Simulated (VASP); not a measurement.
Input of a VASP 6.6.1 run:

INCAR

```
PREC = Accurate
ENCUT = 520
EDIFF = 1E-6
ISMEAR = 0
SIGMA = 0.02
LREAL = False
LASPH = True
NELM = 100
ALGO = Normal
ISIF = 2
LWAVE = False
LCHARG = False
GGA = PE
NBANDS = 41
```

KPOINTS

```
regular mesh
0
Gamma
  12 12 2
```

Contents of POSCAR:

```
Al5GaN6
1.0
    2.9015176699      0.0000000000      0.0000000000
   -1.4507588349      2.5127880116      0.0000000000
    0.0000000000      0.0000000000     14.2283433692
Al Ga N
5 1 6
Direct
    0.3333333333      0.6666666667      0.8350066827
    0.6666666667      0.3333333333      0.6699954360
    0.3333333333      0.6666666667      0.3300045640
    0.6666666667      0.3333333333      0.1649933173
    0.0000000000      0.0000000000      0.0000000000
    0.0000000000      0.0000000000      0.5000000000
    0.6666666667      0.3333333333      0.9175099968
    0.0000000000      0.0000000000      0.7525606179
    0.3333333333      0.6666666667      0.5889442492
    0.6666666667      0.3333333333      0.4110557508
    0.0000000000      0.0000000000      0.2474393821
    0.3333333333      0.6666666667      0.0824900032
```

Potentials or basis: VASP PAW PBE potentials, release 64 (Al, Ga_d, N).

Launch:

```console
$ cat potpaw_PBE.64/Al/POTCAR potpaw_PBE.64/Ga_d/POTCAR potpaw_PBE.64/N/POTCAR > POTCAR
$ mpirun -np 1 vasp_std > vasp.out
```

(1) Predict the pressure.

(2) Estimate the largest force.

(3) Estimate the band gap on the k mesh.

Answers

(1) 0.0 GPa.

(2) 0.048 eV/Å.

(3) 3.11 eV (least direct gap 3.89 eV).
